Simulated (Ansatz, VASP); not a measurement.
Two plane-wave programs on MgS

File POSCAR:

```
MgS
1.0
    0.0000000000      2.7948299470      2.7948299470
    2.7948299470      0.0000000000      2.7948299470
    2.7948299470      2.7948299470      0.0000000000
S Mg
1 1
Direct
    0.2500000000      0.2500000000      0.2500000000
    0.0000000000      0.0000000000      0.0000000000
```

The input INCAR.step1:

```
SYSTEM = MgS
  PREC = Accurate
  ENCUT = 920
  ISMEAR = -1
  SIGMA = 0.05
  LREAL = .FALSE.
  LASPH = .TRUE.
  NELM = 120
  NBANDS = 15
  GGA = PE
  ALGO = Normal
  EDIFF = 1E-5
  LWAVE = .TRUE.
  LCHARG = .FALSE.
  GGA_COMPAT = .FALSE.
```

Contents of INCAR.step2:

```
SYSTEM = MgS
  PREC = Accurate
  ENCUT = 920
  EDIFF = 1E-6
  ISMEAR = -1
  SIGMA = 0.05
  LREAL = .FALSE.
  LASPH = .TRUE.
  NELM = 120
  ALGO = Normal
  ISIF = 2
  LWAVE = .FALSE.
  LCHARG = .TRUE.
  METAGGA = R2SCAN
  LMIXTAU = .TRUE.
  LELF = .TRUE.
  LVHAR = .TRUE.
  NBANDS = 15
  ISTART = 1
  GGA_COMPAT = .FALSE.
```

The input KPOINTS:

```
Automatic mesh
0
G
  8 8 8
  0 0 0
```

Contents of input.yaml:

```yaml
crystal:
  lattice:
    - [0.0, 2.794829947, 2.794829947]
    - [2.794829947, 0.0, 2.794829947]
    - [2.794829947, 2.794829947, 0.0]
  atoms:
    - { symbol: S, position: [0.25, 0.25, 0.25] }
    - { symbol: Mg, position: [0.0, 0.0, 0.0] }
hamiltonian:
  xc: r2scan
  pseudopotentials: { kind: paw }
kpoints:
  mp_grid: { grid: [8, 8, 8] }
scf:
  occupations: { method: fermi_dirac, width: 0.05 }
output:
  forces: true
  stress: true
  eigenvalues: true
```

Alike in both runs: task single point; functional r2SCAN; k mesh 8 × 8 × 8; occupations fermi-dirac, width 0.05 eV; no spin polarisation.

|  | VASP | Ansatz |
| --- | --- | --- |
| version | VASP 6.6.1 | Ansatz 0.2.0 |
| potentials or method | VASP PAW PBE potentials, release 64 (S, Mg_sv) | Ansatz PAW |
| plane-wave cutoff (eV) | 920 | 500 |
| valence electrons in the cell | 16 | 16 |

Ansatz gave:

* gap on the k mesh at the Fermi level (eV): 4.29
* least direct gap on the mesh (eV): 4.35
* pressure (GPa): 2.5

Question: Estimate VASP's values.

Answer: gap on the k mesh at the Fermi level (eV): 4.29; least direct gap on the mesh (eV): 4.35; pressure (GPa): 2.6.

VASP's potentials were made for PBE, not for r2SCAN.
